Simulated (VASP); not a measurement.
A run of VASP 6.6.1 is set up as follows.

File INCAR:

```
SYSTEM = TiN
PREC = Accurate
ENCUT = 520
EDIFF = 1E-7
ISMEAR = 1
SIGMA = 0.1
LREAL = .FALSE.
LASPH = .TRUE.
NELM = 60
ALGO = Normal
ISIF = 2
LWAVE = .FALSE.
LCHARG = .TRUE.
GGA = PE
LELF = .TRUE.
LVHAR = .TRUE.
NBANDS = 16
```

File KPOINTS:

```
regular mesh
0
G
  6 6 6
  0 0 0
```

The input POSCAR:

```
TiN
1.0
    0.0000000000      2.1190000000      2.1190000000
    2.1190000000      0.0000000000      2.1190000000
    2.1190000000      2.1190000000      0.0000000000
Ti N
1 1
Direct
    0.0000000000      0.0000000000      0.0000000000
    0.5000000000      0.5000000000      0.5000000000
```

Potentials or basis: VASP PAW PBE potentials, release 64 (Ti_sv, N).

Launch:

```console
$ cat potpaw_PBE.64/Ti_sv/POTCAR potpaw_PBE.64/N/POTCAR > POTCAR
$ mpirun -np 1 vasp_std > vasp.out
```

Problem. Estimate the pressure.

Solution. 2.1 GPa.

Caveat: the k points lie up to 0.43 Å⁻¹ apart.
